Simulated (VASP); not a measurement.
# NbAlS4 (F-43m) in VASP: notebook

NbAlS4 is run at these levels: PBE; tasks: single point.

Program: VASP 6.6.1. These are calculated values, not measurements. Logs are shortened: lines on timing, memory, paths and dates and some standing lists are left out, and cuts for length are marked.

## 1. The cell of the first run

Symmetry: F-43m, No. 216, cubic system. Conventional cell: a = 7.775 Å, b = 7.775 Å, c = 7.775 Å, α = 90.00°, β = 90.00°, γ = 90.00°. Al (site symmetry -43m) has 12 S at 3.23 Å and 4 Nb at 3.37 Å within 4.2 Å. Within 4.2 Å of Nb (site symmetry -43m) lie 12 S at 3.22 Å and 4 Al at 3.37 Å. S (site symmetry 3m) has 6 S at 2.73 to 2.77 Å and 3 Nb at 3.22 Å and 3 Al at 3.23 Å within 3.6 Å.

## 2. Single point, PBE

INCAR

```
SYSTEM = NbAlS4
PREC = Accurate
ENCUT = 520
EDIFF = 1E-7
ISMEAR = 0
SIGMA = 0.1
LREAL = .FALSE.
LASPH = .TRUE.
NELM = 60
ALGO = Normal
ISIF = 2
LWAVE = .FALSE.
LCHARG = .FALSE.
GGA = PE
NBANDS = 29
```

KPOINTS

```
Automatic mesh
0
G
  4 4 4
  0 0 0
```

POSCAR

```
NbAlS4
1.0
    0.0000000000      3.8876684400      3.8876684400
    3.8876684400      0.0000000000      3.8876684400
    3.8876684400      3.8876684400      0.0000000000
Al Nb S
1 1 4
Direct
    0.7500000000      0.7500000000      0.7500000000
    0.0000000000      0.0000000000      0.0000000000
    0.3741004100      0.8776987800      0.3741004100
    0.3741004100      0.3741004100      0.8776987800
    0.3741004100      0.3741004100      0.3741004100
    0.8776987800      0.3741004100      0.3741004100
```

Potentials or basis: VASP PAW PBE potentials, release 64 (Al, Nb_sv, S).

Started as:

```
cat potpaw_PBE.64/Al/POTCAR potpaw_PBE.64/Nb_sv/POTCAR potpaw_PBE.64/S/POTCAR > POTCAR
mpirun -np 1 vasp_std > vasp.out
```

OUTCAR:

```text
SYSTEM = NbAlS4
   PREC = Accurate
   ENCUT = 520
   EDIFF = 1E-7
   ISMEAR = 0
   LREAL = .FALSE.
   LASPH = .TRUE.
   NELM = 60
   ISIF = 2
   GGA = PE

 ion  position               nearest neighbor table
   1  0.750  0.750  0.750-
   2  0.000  0.000  0.000-
   3  0.374  0.878  0.374-   4 2.73   5 2.73   6 2.73   6 2.77   4 2.77   5 2.77
   4  0.374  0.374  0.878-   3 2.73   5 2.73   6 2.73   3 2.77   6 2.77   5 2.77
   5  0.374  0.374  0.374-   3 2.73   4 2.73   6 2.73   6 2.77   3 2.77   4 2.77
   6  0.878  0.374  0.374-   3 2.73   4 2.73   5 2.73   3 2.77   4 2.77   5 2.77

  LATTYP: Found a face centered cubic cell.
 ALAT       =     7.7753368800

  Lattice vectors:

 A1 = (   0.0000000000,   3.8876684400,   3.8876684400)
 A2 = (   3.8876684400,   0.0000000000,   3.8876684400)
 A3 = (   3.8876684400,   3.8876684400,   0.0000000000)

Analysis of symmetry for initial positions (statically):
=====================================================================
 Subroutine PRICEL returns:
 Original cell was already a primitive cell.

 Routine SETGRP: Setting up the symmetry group for a
 face centered cubic supercell.

 Subroutine GETGRP returns: Found 24 space group operations
 (whereof 24 operations were pure point group operations)
 out of a pool of 48 trial point group operations.

The static configuration has the point symmetry T_d .

Analysis of symmetry for dynamics (positions and initial velocities):
=====================================================================
 Subroutine PRICEL returns:
 Original cell was already a primitive cell.

 Routine SETGRP: Setting up the symmetry group for a
 face centered cubic supercell.

 Subroutine GETGRP returns: Found 24 space group operations
 (whereof 24 operations were pure point group operations)
 out of a pool of 48 trial point group operations.

The dynamic configuration has the point symmetry T_d .

 Subroutine INISYM returns: Found 24 space group operations
 (whereof 24 operations are pure point group operations),
 and found     1 'primitive' translations

----------------------------------------------------------------------------------------

                                     Primitive cell

  volume of cell :     117.5162

  direct lattice vectors                    reciprocal lattice vectors
     0.000000000  3.887668440  3.887668440    -0.128611791  0.128611791  0.128611791
     3.887668440  0.000000000  3.887668440     0.128611791 -0.128611791  0.128611791
     3.887668440  3.887668440  0.000000000     0.128611791  0.128611791 -0.128611791

  length of vectors
     5.497993434  5.497993434  5.497993434     0.222762156  0.222762156  0.222762156

  position of ions in fractional coordinates (direct lattice)
     0.750000000  0.750000000  0.750000000
     0.000000000  0.000000000  0.000000000
     0.374100410  0.877698780  0.374100410
     0.374100410  0.374100410  0.877698780
     0.374100410  0.374100410  0.374100410
     0.877698780  0.374100410  0.374100410

  ion indices of the primitive-cell ions
   primitive index   ion index
                 1           1
                 2           2
                 3           3
                 4           4
                 5           5
                 6           6

----------------------------------------------------------------------------------------

 KPOINTS: Automatic mesh

Automatic generation of k-mesh.
 Grid dimensions read from file:
 generate k-points for:    4    4    4

 Generating k-lattice:

  Cartesian coordinates                     Fractional coordinates (reciprocal lattice)
    -0.032152948  0.032152948  0.032152948     0.250000000  0.000000000  0.000000000
     0.032152948 -0.032152948  0.032152948     0.000000000  0.250000000  0.000000000
     0.032152948  0.032152948 -0.032152948     0.000000000  0.000000000  0.250000000

  Length of vectors
     0.055690539  0.055690539  0.055690539

  Shift w.r.t. Gamma in fractional coordinates (k-lattice)
     0.000000000  0.000000000  0.000000000

 Subroutine IBZKPT returns following result:
 ===========================================

 Found      8 irreducible k-points:

 Following reciprocal coordinates:
            Coordinates               Weight
  0.000000  0.000000  0.000000      1.000000
  0.250000  0.000000  0.000000      8.000000
  0.500000  0.000000  0.000000      4.000000
  0.250000  0.250000  0.000000      6.000000
  0.500000  0.250000  0.000000     24.000000
 -0.250000  0.250000  0.000000     12.000000
  0.500000  0.500000  0.000000      3.000000
 -0.250000  0.500000  0.250000      6.000000
   k-points           NKPTS =      8   k-points in BZ     NKDIM =      8   number of bands    NBANDS=     29
   number of dos      NEDOS =    301   number of ions     NIONS =      6
   total plane-waves  NPLWV =  74088
   dimension x,y,z NGX =    42 NGY =   42 NGZ =   42
   dimension x,y,z NGXF=    84 NGYF=   84 NGZF=   84
   ions per type =               1   1   4
   NGX,Y,Z   is equivalent  to a cutoff of  12.70, 12.70, 12.70 a.u.
   NGXF,Y,Z  is equivalent  to a cutoff of  25.40, 25.40, 25.40 a.u.
 SYSTEM =  NbAlS4
   PREC   = accura    normal or accurate (medium, high low for compatibility)
   ISTART =      0    job   : 0-new  1-cont  2-samecut
   ICHARG =      2    charge: 1-file 2-atom 10-const
   ISPIN  =      1    spin polarized calculation?
   LNONCOLLINEAR =      F non collinear calculations
   LSORBIT =      F    spin-orbit coupling
   LASPH  =      T    aspherical Exc in radial PAW
   ENCUT  =  520.0 eV  38.22 Ry    6.18 a.u.  10.22 10.22 10.22*2*pi/ulx,y,z
   NELM   =     60;   NELMIN=  2; NELMDL= -5     # of ELM steps
   EDIFF  = 0.1E-06   stopping-criterion for ELM
   LREAL  =      F    real-space projection
   EDIFFG = 0.1E-05   stopping-criterion for IOM
   NSW    =      0    number of steps for IOM
   IBRION =     -1    ionic relax: 0-MD 1-quasi-New 2-CG
   NFREE  =      0    steps in history (QN), initial steepest desc. (CG)
   ISIF   =      2    stress and relaxation
   ISYM   =      2    0-nonsym 1-usesym 2-fastsym
   POTIM  = 0.5000    time-step for ionic-motion
   TEBEG  =    0.0;   TEEND  =   0.0 temperature during run
   PSTRESS=    0.0 pullay stress
   NELECT =      40.0000    total number of electrons
   NUPDOWN=      -1.0000    fix difference up-down
   EMIN   =  10.00;   EMAX   =-10.00  energy-range for DOS
   EFERMI =   0.00;   METHOD = LEGACY
   ISMEAR =     0;   SIGMA  =   0.10  broadening in eV -4-tet -1-fermi 0-gaus
   EFERMI_NEDOS =   21; number of points for ismear=-14 and -15
   IALGO  =     38    algorithm
   IMIX   =      4    mixing-type and parameters
     AMIX     =   0.40;   BMIX     =  1.00
     AMIX_MAG =   1.60;   BMIX_MAG =  1.00
  volume/ion in A,a.u.               =      19.59       132.17
  Fermi-wavevector in a.u.,A,eV,Ry     =   1.143042  2.160037 17.776631  1.306546
  Thomas-Fermi vector in A             =   2.279739
   LORBIT       =      0    0 simple, 1 ext, 2 COOP (PROOUT), +10 PAW based schemes
   GGA     = PE    functional components
   LHFCALC =     F    Hartree Fock is set to
   AEXX    =    0.0000 exact exchange contribution
   IVDW    =     0    specifies the selected vdW correction
   LEPSILON=     F    determine dielectric tensor
   LRPA    =     F    only Hartree local field effects (RPA)
 non-spin polarized calculation
 Gauss-broadening in eV      SIGMA  =   0.10
  energy-cutoff  :      520.00
  volume of cell :      117.52
 maximum number of plane-waves:      3218
 NGX is ok and might be reduce to    42
   NGX = 21   NGY = 21   NGZ = 21

 number of electron      40.0000004 magnetization

 Free energy of the ion-electron system (eV)
  ---------------------------------------------------
  ext. energy  EPLUGINS =         0.00000000
  ---------------------------------------------------
  free energy    TOTEN  =       -24.49882407 eV

  energy without entropy =      -24.45236637  energy(sigma->0) =      -24.47559522

 E-fermi :   6.8762     XC(G=0): -10.3694

 val. band max:        6.8545805609   @ k =   0.5000   0.2500   0.0000
 cond. band min:       6.9488717216   @ k =   0.2500   0.0000   0.0000
 fundamental gap:      0.0942911606
 Fermi energy:         6.8762019785

 k-point     1 :       0.0000    0.0000    0.0000
  band No.  band energies     occupation
      1     -49.2238      2.00000
      2     -25.2158      2.00000
      3     -25.2158      2.00000
      4     -25.2158      2.00000
      5      -8.8582      2.00000
      6      -5.0397      2.00000
[... 21 lines left out ...]
     28       8.7514      0.00000
     29       8.7514      0.00000

 k-point     2 :       0.2500    0.0000    0.0000
  band No.  band energies     occupation
      1     -49.2238      2.00000
      2     -25.2165      2.00000
      3     -25.2159      2.00000
      4     -25.2159      2.00000
      5      -8.5833      2.00000
      6      -5.8338      2.00000
[... 21 lines left out ...]
     28       9.7105      0.00000
     29       9.7105      0.00000

 k-point     3 :       0.5000    0.0000    0.0000
  band No.  band energies     occupation
      1     -49.2238      2.00000
      2     -25.2172      2.00000
      3     -25.2160      2.00000
      4     -25.2160      2.00000
      5      -8.1485      2.00000
      6      -6.6525      2.00000
[... 21 lines left out ...]
     28      10.5361      0.00000
     29      10.7775      0.00000

 k-point     4 :       0.2500    0.2500    0.0000
  band No.  band energies     occupation
      1     -49.2238      2.00000
      2     -25.2164      2.00000
      3     -25.2161      2.00000
      4     -25.2161      2.00000
      5      -8.4794      2.00000
      6      -6.0047      2.00000
[... 21 lines left out ...]
     28       9.7709      0.00000
     29       9.7709      0.00000

 k-point     5 :       0.5000    0.2500    0.0000
  band No.  band energies     occupation
      1     -49.2238      2.00000
      2     -25.2169      2.00000
      3     -25.2163      2.00000
      4     -25.2162      2.00000
      5      -7.9689      2.00000
      6      -6.8312      2.00000
[... 21 lines left out ...]
     28      10.0655      0.00000
     29      10.7825      0.00000

 k-point     6 :      -0.2500    0.2500    0.0000
  band No.  band energies     occupation
      1     -49.2238      2.00000
      2     -25.2168      2.00000
      3     -25.2164      2.00000
      4     -25.2160      2.00000
      5      -8.1796      2.00000
      6      -6.5322      2.00000
[... 21 lines left out ...]
     28      10.0830      0.00000
     29      10.5678      0.00000

 k-point     7 :       0.5000    0.5000    0.0000
  band No.  band energies     occupation
      1     -49.2238      2.00000
      2     -25.2171      2.00000
      3     -25.2163      2.00000
      4     -25.2163      2.00000
      5      -7.5222      2.00000
      6      -7.3593      2.00000
[... 21 lines left out ...]
     28      10.9395      0.00000
     29      10.9399      0.00000

 k-point     8 :      -0.2500    0.5000    0.2500
  band No.  band energies     occupation
      1     -49.2238      2.00000
      2     -25.2168      2.00000
      3     -25.2166      2.00000
      4     -25.2163      2.00000
      5      -7.5157      2.00000
      6      -7.3407      2.00000
[... 21 lines left out ...]
     28       9.8988      0.00000
     29      10.3946      0.00000

------------------------ aborting loop because EDIFF is reached ----------------------------------------

  FORCE on cell =-STRESS in cart. coord.  units (eV):
  Direction    XX          YY          ZZ          XY          YZ          ZX
  --------------------------------------------------------------------------------------
  -------------------------------------------------------------------------------------
  Total       -6.4379674     -6.4379674     -6.4379674      0.0000000      0.0000000     -0.0000000
  in kB      -87.7731533    -87.7731533    -87.7731533      0.0000000      0.0000000     -0.0000000
  external PRESSURE =     -87.7731533 kB  Pullay stress =       0.0000000 kB

 VOLUME and BASIS-vectors are now :
 -----------------------------------------------------------------------------
  energy-cutoff  :      520.00
  volume of cell :      117.52
      direct lattice vectors                 reciprocal lattice vectors
     0.000000000  3.887668440  3.887668440    -0.128611791  0.128611791  0.128611791
     3.887668440  0.000000000  3.887668440     0.128611791 -0.128611791  0.128611791
     3.887668440  3.887668440  0.000000000     0.128611791  0.128611791 -0.128611791

 POSITION                                       TOTAL-FORCE (eV/Angst)
 -----------------------------------------------------------------------------------
      5.83150      5.83150      5.83150        -0.000000     -0.000000     -0.000000
      0.00000      0.00000      0.00000        -0.000000     -0.000000     -0.000000
      4.86658      2.90876      4.86658         0.011616     -0.011616      0.011616
      4.86658      4.86658      2.90876         0.011616      0.011616     -0.011616
      2.90876      2.90876      2.90876        -0.011616     -0.011616     -0.011616
      2.90876      4.86658      4.86658        -0.011616      0.011616      0.011616
 -----------------------------------------------------------------------------------
    total drift:                               -0.000041     -0.000041     -0.000041

  FREE ENERGIE OF THE ION-ELECTRON SYSTEM (eV)
  ---------------------------------------------------
  free  energy   TOTEN  =       -24.4988240683 eV

  energy  without entropy=      -24.4523663706  energy(sigma->0) =      -24.47559522
```

It took 38 s on 1 thread of Intel Xeon Platinum 8559C (Emerald Rapids), shared host; peak memory 0.25 GiB.

What came out:

- Free energy: -24.4988 eV
- Pressure: -8.8 GPa
- Largest force: 0.020 eV/Å
- Band gap on the k mesh: zero (band 20 reaches 7.49 eV, above the bottom of band 21 at 6.47 eV)

Forces in eV/Å, atoms in the order of the input:
```
Al   0.000  0.000  0.000
Nb   0.000  0.000  0.000
S    0.012 -0.012  0.012
S    0.012  0.012 -0.012
S   -0.012 -0.012 -0.012
S   -0.012  0.012  0.012
```

Levels at points of the mesh, in eV from the Fermi level:
```
           k point  band 18  band 19  band 20  band 21  band 22  band 23
(0.00, 0.00, 0.00)    -0.34     0.61     0.61     0.61     1.15     1.15
(0.50, 0.00, 0.00)    -2.32     0.11     0.11     0.67     0.67     0.78
(0.50, 0.50, 0.00)    -2.51    -0.60    -0.40    -0.40    -0.06     0.61
```

## 3. Single point, PBE, collinear spin, ferromagnetic start

This run uses another cell than the first one, of 16.99 Å³/atom, 0.867 times its volume.

INCAR

```
  ALGO = Normal
  EDIFF = 1E-6
  ENCUT = 520
  GGA = PE
  ISIF = 2
  ISMEAR = 0
  ISPIN = 2
  LASPH = T
  LCHARG = F
  LMAXMIX = 4
  LORBIT = 11
  LREAL = F
  LWAVE = F
  MAGMOM = 0.03 1.05 0.01 0.01 0.01 0.01
  NBANDS = 33
  NELM = 150
  PREC = Accurate
  SIGMA = 0.1
```

KPOINTS

```
k-points
0
Gamma
  4 4 4
```

POSCAR

```
NbAlS4
1.0
    0.0000000000      3.7077471789      3.7077471789
    3.7077471789      0.0000000000      3.7077471789
    3.7077471789      3.7077471789      0.0000000000
Al Nb S
1 1 4
Direct
    0.7500000000      0.7500000000      0.7500000000
    0.0000000000      0.0000000000      0.0000000000
    0.3742387417      0.8772837750      0.3742387417
    0.3742387417      0.3742387417      0.8772837750
    0.3742387417      0.3742387417      0.3742387417
    0.8772837750      0.3742387417      0.3742387417
```

Potentials or basis: VASP PAW PBE potentials, release 64 (Al, Nb_sv, S).

Started as:

```
cat potpaw_PBE.64/Al/POTCAR potpaw_PBE.64/Nb_sv/POTCAR potpaw_PBE.64/S/POTCAR > POTCAR
mpirun -np 1 vasp_std > vasp.out
```

It took 63 s on 1 thread of Intel Xeon Platinum 8559C (Emerald Rapids), shared host; peak memory 0.29 GiB.

It converged, with:

| Item | Value |
| --- | --- |
| Free energy | -25.0459 eV |
| Pressure | -0.2 GPa |
| Largest force | 0.008 eV/Å |
| Net moment | 1.29 μB per cell |
| Site moments | Al +0.00; Nb +0.90; S +0.00 μB |
| Valence electrons inside the program's atomic spheres | Al 0.72; Nb 10.44; S 3.54 |

Forces on the atoms (eV/Å):
```
Al   0.000  0.000  0.000
Nb   0.000  0.000  0.000
S    0.005 -0.005  0.005
S    0.005  0.005 -0.005
S   -0.005 -0.005 -0.005
S   -0.005  0.005  0.005
```

Levels at points of the mesh, in eV from the Fermi level:
Spin up:
| k point | band 17 | band 18 | band 19 | band 20 | band 21 | band 22 | band 23 | band 24 |
| --- | --- | --- | --- | --- | --- | --- | --- | --- |
| (0.00, 0.00, 0.00) | -0.70 | -0.70 | 0.90 | 0.90 | 0.90 | 1.18 | 1.18 | 1.54 |
| (0.50, 0.00, 0.00) | -3.10 | -2.71 | -0.17 | -0.17 | 0.58 | 0.74 | 0.74 | 0.99 |
| (0.50, 0.50, 0.00) | -3.32 | -2.98 | -0.83 | -0.83 | -0.40 | -0.28 | 0.56 | 1.54 |
Spin down:
```csv
k point,band 16,band 17,band 18,band 19,band 20,band 21,band 22,band 23
"(0.00, 0.00, 0.00)",-0.23,-0.23,-0.23,0.86,0.86,0.86,1.84,1.84
"(0.50, 0.00, 0.00)",-3.19,-3.02,-2.45,0.42,0.42,0.94,1.06,1.38
"(0.50, 0.50, 0.00)",-3.25,-3.25,-3.00,-0.35,-0.22,-0.22,0.32,1.27
```

Caveat: the k points lie up to 0.37 Å⁻¹ apart.
